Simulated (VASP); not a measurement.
# SnO2 (Cm) in VASP: a series of runs

SnO2 is run at these levels: PBE+D3(BJ); tasks: single point.

Everything below comes from runs of VASP 6.6.1. Logs are shortened: lines on timing, memory, paths and dates and some standing lists are left out, and cuts for length are marked.

### Step 1. The cell of the first run

Symmetry: Cm, No. 8, monoclinic system. Conventional cell: a = 5.563 Å, b = 3.212 Å, c = 10.343 Å, α = 90.00°, β = 90.00°, γ = 90.00°. Sn (site symmetry m) has 1 O at 1.51 Å within 2.0 Å. Within 2.8 Å of Sn (site symmetry m) lie 6 O at 2.11 Å. Within 2.8 Å of O (site symmetry m) lie 3 Sn at 2.11 to 2.71 Å and 3 O at 2.75 Å. Within 2.8 Å of O (site symmetry m) lie 3 Sn at 2.11 Å and 3 O at 2.75 Å. Within 2.0 Å of O (site symmetry m) lie 1 Sn at 1.51 Å. O (site symmetry m) has 3 Sn at 2.11 Å and 3 O at 2.75 Å within 2.8 Å.

### Step 2. Single point, PBE+D3(BJ) (atom 1 (Sn) moved -0.600 Å towards its neighbour atom 3 (O) at 2.114 Å)

Contents of INCAR:

```
SYSTEM = SnO2
ALGO = Normal ; EDIFF = 1E-6
ENCUT = 520 ; GGA = PE
ISIF = 2 ; ISMEAR = 0
IVDW = 12 ; LASPH = .TRUE.
LCHARG = .FALSE. ; LREAL = .FALSE.
LWAVE = .FALSE. ; NBANDS = 35
NELM = 100 ; PREC = Accurate
SIGMA = 0.05
```

Contents of KPOINTS:

```
k-points
0
G
  12 12 4
  0 0 0
```

Contents of POSCAR:

```
SnO2
1.0
    3.2115702651      0.0000000000      0.0000000000
   -1.6057851326      2.7813014356      0.0000000000
    0.0000000000      0.0000000000     10.3427560363
Sn O
2 4
Direct
    0.0946155598      0.1892311195      0.5278548174
    0.0000000000      0.0000000000      0.0000000000
    0.6666666667      0.3333333333      0.4018666787
    0.6666666667      0.3333333333      0.0981333213
    0.3333333333      0.6666666667      0.5981333213
    0.3333333333      0.6666666667      0.9018666787
```

Potentials or basis: VASP PAW PBE potentials, release 64 (Sn_d, O).

Run with:

```console
> cat potpaw_PBE.64/Sn_d/POTCAR potpaw_PBE.64/O/POTCAR > POTCAR
> mpirun -np 1 vasp_std > vasp.out
```

OUTCAR:

```text
SYSTEM = SnO2
   EDIFF = 1E-6
   ENCUT = 520
   GGA = PE
   ISIF = 2
   ISMEAR = 0
   IVDW = 12
   LASPH = .TRUE.
   LREAL = .FALSE.
   NELM = 100
   PREC = Accurate
 IVDW          = 12

 ion  position               nearest neighbor table
   1  0.095  0.189  0.528-   5 1.51   3 2.11   3 2.11   5 2.28   5 2.28   3 2.71
   2  0.000  0.000  0.000-   4 2.11   6 2.11   4 2.11   6 2.11   4 2.11   6 2.11
   3  0.667  0.333  0.402-   1 2.11   1 2.11   1 2.71
   4  0.667  0.333  0.098-   2 2.11   2 2.11   2 2.11
   5  0.333  0.667  0.598-   1 1.51   1 2.28   1 2.28
   6  0.333  0.667  0.902-   2 2.11   2 2.11   2 2.11

  LATTYP: Found a hexagonal cell.
 ALAT       =     3.2115702651
 C/A-ratio  =     3.2204669936

  Lattice vectors:

 A1 = (   3.2115702651,   0.0000000000,   0.0000000000)
 A2 = (  -1.6057851326,   2.7813014356,   0.0000000000)
 A3 = (   0.0000000000,   0.0000000000,  10.3427560363)

Analysis of symmetry for initial positions (statically):
=====================================================================
 Subroutine PRICEL returns:
 Original cell was already a primitive cell.

 Routine SETGRP: Setting up the symmetry group for a
 hexagonal supercell.

 Subroutine GETGRP returns: Found  2 space group operations
 (whereof  2 operations were pure point group operations)
 out of a pool of 24 trial point group operations.

The static configuration has the point symmetry C_1h.

Analysis of symmetry for dynamics (positions and initial velocities):
=====================================================================
 Subroutine PRICEL returns:
 Original cell was already a primitive cell.

 Routine SETGRP: Setting up the symmetry group for a
 hexagonal supercell.

 Subroutine GETGRP returns: Found  2 space group operations
 (whereof  2 operations were pure point group operations)
 out of a pool of 24 trial point group operations.

The dynamic configuration has the point symmetry C_1h.

 Subroutine INISYM returns: Found  2 space group operations
 (whereof  2 operations are pure point group operations),
 and found     1 'primitive' translations

----------------------------------------------------------------------------------------

                                     Primitive cell

  volume of cell :      92.3851

  direct lattice vectors                    reciprocal lattice vectors
     3.211570265  0.000000000  0.000000000     0.311374162  0.179771956  0.000000000
    -1.605785133  2.781301436  0.000000000     0.000000000  0.359543913  0.000000000
     0.000000000  0.000000000 10.342756036     0.000000000  0.000000000  0.096686028

  length of vectors
     3.211570265  3.211570265 10.342756036     0.359543913  0.359543913  0.096686028

  position of ions in fractional coordinates (direct lattice)
     0.094615560  0.189231120  0.527854817
     0.000000000  0.000000000  0.000000000
     0.666666667  0.333333333  0.401866679
     0.666666667  0.333333333  0.098133321
     0.333333333  0.666666667  0.598133321
     0.333333333  0.666666667  0.901866679

  ion indices of the primitive-cell ions
   primitive index   ion index
                 1           1
                 2           2
                 3           3
                 4           4
                 5           5
                 6           6

----------------------------------------------------------------------------------------

 KPOINTS: k-points

Automatic generation of k-mesh.
 Grid dimensions read from file:
 generate k-points for:   12   12    4

 Generating k-lattice:

  Cartesian coordinates                     Fractional coordinates (reciprocal lattice)
     0.025947847  0.014980996  0.000000000     0.083333333  0.000000000  0.000000000
     0.000000000  0.029961993  0.000000000     0.000000000  0.083333333  0.000000000
     0.000000000  0.000000000  0.024171507     0.000000000  0.000000000  0.250000000

  Length of vectors
     0.029961993  0.029961993  0.024171507

  Shift w.r.t. Gamma in fractional coordinates (k-lattice)
     0.000000000  0.000000000  0.000000000

 Subroutine IBZKPT returns following result:
 ===========================================

 Found    164 irreducible k-points:

 Following reciprocal coordinates:
            Coordinates               Weight
  0.000000  0.000000  0.000000      1.000000
  0.083333  0.000000  0.000000      4.000000
  0.000000  0.083333  0.000000      2.000000
  0.166667  0.000000  0.000000      4.000000
  0.000000  0.166667  0.000000      2.000000
  0.250000  0.000000  0.000000      4.000000
[... 16 lines left out ...]
 -0.083333  0.416667  0.000000      4.000000
 -0.416667  0.333333  0.000000      4.000000
 [... further k-points ...]
   k-points           NKPTS =    164   k-points in BZ     NKDIM =    164   number of bands    NBANDS=     35
   number of dos      NEDOS =    301   number of ions     NIONS =      6
   total plane-waves  NPLWV =  46080
   dimension x,y,z NGX =    24 NGY =   24 NGZ =   80
   dimension x,y,z NGXF=    48 NGYF=   48 NGZF=  160
   ions per type =               2   4
   NGX,Y,Z   is equivalent  to a cutoff of  12.42, 12.42, 12.86 a.u.
   NGXF,Y,Z  is equivalent  to a cutoff of  24.85, 24.85, 25.72 a.u.
 SYSTEM =  SnO2
   PREC   = accura    normal or accurate (medium, high low for compatibility)
   ISTART =      0    job   : 0-new  1-cont  2-samecut
   ICHARG =      2    charge: 1-file 2-atom 10-const
   ISPIN  =      1    spin polarized calculation?
   LNONCOLLINEAR =      F non collinear calculations
   LSORBIT =      F    spin-orbit coupling
   LASPH  =      T    aspherical Exc in radial PAW
   ENCUT  =  520.0 eV  38.22 Ry    6.18 a.u.   5.97  5.97 19.23*2*pi/ulx,y,z
   NELM   =    100;   NELMIN=  2; NELMDL= -5     # of ELM steps
   EDIFF  = 0.1E-05   stopping-criterion for ELM
   LREAL  =      F    real-space projection
   EDIFFG = 0.1E-04   stopping-criterion for IOM
   NSW    =      0    number of steps for IOM
   IBRION =     -1    ionic relax: 0-MD 1-quasi-New 2-CG
   NFREE  =      0    steps in history (QN), initial steepest desc. (CG)
   ISIF   =      2    stress and relaxation
   ISYM   =      2    0-nonsym 1-usesym 2-fastsym
   POTIM  = 0.5000    time-step for ionic-motion
   TEBEG  =    0.0;   TEEND  =   0.0 temperature during run
   PSTRESS=    0.0 pullay stress
   NELECT =      52.0000    total number of electrons
   NUPDOWN=      -1.0000    fix difference up-down
   EMIN   =  10.00;   EMAX   =-10.00  energy-range for DOS
   EFERMI =   0.00;   METHOD = LEGACY
   ISMEAR =     0;   SIGMA  =   0.05  broadening in eV -4-tet -1-fermi 0-gaus
   EFERMI_NEDOS =   21; number of points for ismear=-14 and -15
   IALGO  =     38    algorithm
   IMIX   =      4    mixing-type and parameters
     AMIX     =   0.40;   BMIX     =  1.00
     AMIX_MAG =   1.60;   BMIX_MAG =  1.00
  volume/ion in A,a.u.               =      15.40       103.91
  Fermi-wavevector in a.u.,A,eV,Ry     =   1.351685  2.554313 24.858540  1.827051
  Thomas-Fermi vector in A             =   2.479086
   LORBIT       =      0    0 simple, 1 ext, 2 COOP (PROOUT), +10 PAW based schemes
   GGA     = PE    functional components
   LHFCALC =     F    Hartree Fock is set to
   AEXX    =    0.0000 exact exchange contribution
   IVDW    =    12    specifies the selected vdW correction
   LEPSILON=     F    determine dielectric tensor
   LRPA    =     F    only Hartree local field effects (RPA)
 non-spin polarized calculation
 Gauss-broadening in eV      SIGMA  =   0.05
  energy-cutoff  :      520.00
  volume of cell :       92.39
 maximum number of plane-waves:      2520
   NGX = 11   NGY = 11   NGZ = 39

 number of electron      52.0000003 magnetization

 Free energy of the ion-electron system (eV)
  ---------------------------------------------------
  ext. energy  EPLUGINS =         0.00000000
  ---------------------------------------------------
  free energy    TOTEN  =       -30.59488962 eV

  energy without entropy =      -30.59488962  energy(sigma->0) =      -30.59488962

 E-fermi :   3.9465     XC(G=0):  -9.4949

 val. band max:        3.6554944633   @ k =   0.0000   0.0000   0.0000
 cond. band min:       4.5621459412   @ k =   0.0000   0.0000   0.0000
 fundamental gap:      0.9066514779
 Fermi energy:         3.9465162772

 k-point     1 :       0.0000    0.0000    0.0000
  band No.  band energies     occupation
      1     -20.6479      2.00000
      2     -17.5596      2.00000
      3     -17.3336      2.00000
      4     -17.3302      2.00000
      5     -17.3301      2.00000
      6     -17.3132      2.00000
[... 27 lines left out ...]
     34      13.7895      0.00000
     35      14.1433      0.00000

 k-point     2 :       0.0833    0.0000    0.0000
  band No.  band energies     occupation
      1     -20.6442      2.00000
      2     -17.5322      2.00000
      3     -17.3870      2.00000
      4     -17.3346      2.00000
      5     -17.3149      2.00000
      6     -17.2999      2.00000
[... 27 lines left out ...]
     34      13.8811      0.00000
     35      14.3994      0.00000

 k-point     3 :       0.0000    0.0833    0.0000
  band No.  band energies     occupation
      1     -20.6457      2.00000
      2     -17.5323      2.00000
      3     -17.3870      2.00000
      4     -17.3148      2.00000
      5     -17.3110      2.00000
      6     -17.3003      2.00000
[... 27 lines left out ...]
     34      13.9395      0.00000
     35      14.2071      0.00000

 k-point     4 :       0.1667    0.0000    0.0000
  band No.  band energies     occupation
      1     -20.6351      2.00000
      2     -17.5832      2.00000
      3     -17.4218      2.00000
      4     -17.3471      2.00000
      5     -17.2773      2.00000
      6     -17.2566      2.00000
[... 27 lines left out ...]
     34      14.2572      0.00000
     35      14.5752      0.00000

 k-point     5 :       0.0000    0.1667    0.0000
  band No.  band energies     occupation
      1     -20.6421      2.00000
      2     -17.5833      2.00000
      3     -17.4217      2.00000
      4     -17.2772      2.00000
      5     -17.2657      2.00000
      6     -17.2491      2.00000
[... 638 lines left out ...]
 k-point    22 :       0.3333    0.0833    0.0000
  band No.  band energies     occupation
      1     -20.6205      2.00000
      2     -18.0264      2.00000
      3     -17.3813      2.00000
      4     -17.3103      2.00000
      5     -17.2591      2.00000
      6     -17.2572      2.00000
[... 27 lines left out ...]
     34      14.4067      0.00000
     35      14.8281      0.00000

 k-point    23 :      -0.0833    0.4167    0.0000
  band No.  band energies     occupation
      1     -20.6498      2.00000
      2     -18.0265      2.00000
      3     -17.3103      2.00000
      4     -17.2590      2.00000
      5     -17.2358      2.00000
      6     -17.1511      2.00000
[... 27 lines left out ...]
     34      14.3917      0.00000
     35      14.8314      0.00000

 k-point    24 :      -0.4167    0.3333    0.0000
  band No.  band energies     occupation
      1     -20.6102      2.00000
      2     -18.0264      2.00000
      3     -17.3936      2.00000
      4     -17.3103      2.00000
      5     -17.3023      2.00000
      6     -17.2590      2.00000
[... 27 lines left out ...]
     34      14.3899      0.00000
     35      14.8387      0.00000

 [... further k-points ...]

------------------------ aborting loop because EDIFF is reached ----------------------------------------

 Edisp (eV)   -0.99049

 E8    (eV) :    -0.3886

  FORCE on cell =-STRESS in cart. coord.  units (eV):
  Direction    XX          YY          ZZ          XY          YZ          ZX
  --------------------------------------------------------------------------------------
  -------------------------------------------------------------------------------------
  Total       0.32331    31.36825     7.47101    -0.00000    16.88242    -0.00000
  in kB       5.60690   544.00029   129.56508    -0.00000   292.78137    -0.00000
  external pressure =      226.39 kB  Pullay stress =        0.00 kB

 VOLUME and BASIS-vectors are now :
 -----------------------------------------------------------------------------
  energy-cutoff  :      520.00
  volume of cell :       92.39
      direct lattice vectors                 reciprocal lattice vectors
     3.211570265  0.000000000  0.000000000     0.311374162  0.179771956  0.000000000
    -1.605785133  2.781301436  0.000000000     0.000000000  0.359543913  0.000000000
     0.000000000  0.000000000 10.342756036     0.000000000  0.000000000  0.096686028

 POSITION                                       TOTAL-FORCE (eV/Angst)
 -----------------------------------------------------------------------------------
      0.00000      0.52631      5.45947         0.000000    -24.194471    -16.193980
      0.00000      0.00000      0.00000         0.000000     -0.003806      0.696826
      1.60579      0.92710      4.15641        -0.000000      0.329882      2.001658
      1.60579      0.92710      1.01497        -0.000000      0.000349     -0.261178
     -0.00000      1.85420      6.18635        -0.000000     23.874165     14.149231
     -0.00000      1.85420      9.32779         0.000000     -0.006119     -0.392558
 -----------------------------------------------------------------------------------
    total drift:                               -0.000001      0.000469      0.000172

  FREE ENERGIE OF THE ION-ELECTRON SYSTEM (eV)
  ---------------------------------------------------
  free  energy   TOTEN  =       -31.5853786585 eV

  energy  without entropy=      -31.5853786585  energy(sigma->0) =      -31.58537866
```

It took 7.4 min on 1 thread of AMD EPYC 7R13 (Zen 3), shared host; peak memory 0.48 GiB.

Results:

```yaml
Free_energy: -31.5854 eV
Pressure: 22.6 GPa
Largest_force: 29.114 eV/Å
Band_gap_on_the_k_mesh: 0.91 eV
Dispersion_energy_per_atom: -0.165 eV
```

Forces in eV/Å, atoms in the order of the input:
```
Sn    0.000 -24.194 -16.194
Sn    0.000  -0.004   0.697
O     0.000   0.330   2.002
O     0.000   0.000  -0.261
O     0.000  23.874  14.149
O     0.000  -0.006  -0.393
```

Levels at points of the mesh, in eV from the valence-band top:
```tsv
k point	band 24	band 25	band 26	band 27	band 28	band 29
(0.00, 0.00, 0.00)	-1.50	-0.96	0.00	0.91	1.71	4.43
(0.50, 0.00, 0.00)	-1.55	-1.08	-0.44	3.27	4.12	6.00
(0.00, 0.50, 0.00)	-1.51	-0.96	-0.65	3.99	4.16	5.93
(0.00, 0.00, 0.50)	-1.81	-0.96	0.00	1.24	1.41	4.50
(0.50, 0.00, 0.50)	-1.47	-1.15	-0.44	3.28	4.11	6.10
(0.00, 0.50, 0.50)	-1.44	-0.96	-0.70	4.04	4.11	6.09
```

Caveat: the cell differs from its parent crystal (atom 1 (Sn) moved -0.600 Å towards its neighbour atom 3 (O) at 2.114 Å); the cell stands under pressure; spin-orbit coupling is left out, which moves the levels of the heavy elements; forces of over 1 eV/Å act on the atoms, so gaps and moduli don't describe the material at rest. A k mesh can miss the band edges.

(Continued in part 2 of 2.)
